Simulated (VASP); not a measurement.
Ho2O, 6 atoms in the cell. It takes space group P4_2/mnm (No. 136, tetragonal). The conventional cell has a = 5.746 Å, b = 5.746 Å, c = 3.518 Å, α = 90.00°, β = 90.00°, γ = 90.00°. Within 3.1 Å of Ho (site symmetry m2m) lie 3 O at 2.37 to 2.44 Å. Within 3.1 Å of O (site symmetry mmm) lie 6 Ho at 2.37 to 2.44 Å. The cell was generated, and may not be a known phase.

| Quantity | Value |
| --- | --- |
| Program | VASP 6.6.1 |
| Task | single point |
| Functional | PBE |
| Potentials or basis | VASP PAW PBE potentials, release 64 (Ho_3, O), 4f in core |
| Cutoff | 600 eV |
| k mesh | 4 × 4 × 6 |
| Occupations | gaussian, width 0.1 eV |
| Spin | no spin polarisation |
| Dipole correction | no |
| Further INCAR settings | ALGO = Normal; EDIFF = 1e-06; NBANDS = 33 |

Potentials or basis: VASP PAW PBE potentials, release 64 (Ho_3, O), 4f in core.

Launch:

```sh
$ cat potpaw_PBE.64/Ho_3/POTCAR potpaw_PBE.64/O/POTCAR > POTCAR
$ mpirun -np 1 vasp_std > vasp.out
```

Hardware: 1 thread of Intel(R) Xeon(R) Platinum 8259CL CPU @ 2.50GHz (Skylake/Cascade Lake) (shared host).

Estimate the wall time of this run.

Wall time 110 s on 1 thread of Intel(R) Xeon(R) Platinum 8259CL CPU @ 2.50GHz (Skylake/Cascade Lake), with other jobs on the host, peak memory 0.29 GiB. Counts: scf iterations 13, k points 24.
